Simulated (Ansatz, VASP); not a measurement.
**One calculation of Si4Mo, two programs**

```xyz
5
Lattice="2.7864 -3.6773 0.0000 2.7864 3.6773 0.0000 -2.4786 0.0000 3.8774" Properties=species:S:1:pos:R:3 pbc="T T T"
Si    0.0000    0.0000    0.0000
Si    1.5471    1.7307    1.9387
Si    1.5471   -1.7307    1.9387
Si    2.7864    0.0000    0.0000
Mo   -1.2393    0.0000    1.9387
```

Alike in both runs: task relaxation of cell and atoms; functional PBE; k mesh 4 × 4 × 4; occupations gaussian, width 0.2 eV; no spin polarisation.

```csv
,VASP,Ansatz
version,VASP 6.6.1,Ansatz 0.2.0
potentials or method,"VASP PAW PBE potentials, release 64 (Si, Mo_sv), cutoff 600 eV","scalar-relativistic, plane waves, PAW"
valence electrons in the cell,30,30
```

Ansatz gave:

| Quantity | Value |
| --- | --- |
| gap on the k mesh at the Fermi level, each at its own relaxed structure (eV) | none |
| relaxed volume (Å³/atom) | 16.31 |
| relaxed length of the cell vector where the two differ most in proportion (Å) | 4.912 |

What did VASP give for the same quantities?

gap on the k mesh at the Fermi level, each at its own relaxed structure (eV): none; relaxed volume (Å³/atom): 16.35; relaxed length of the cell vector where the two differ most in proportion (Å): 4.946.

A gap of «none» marks a metal or a gap that the smearing closes.

The k mesh is coarse, so the values compare programs but aren't converged.
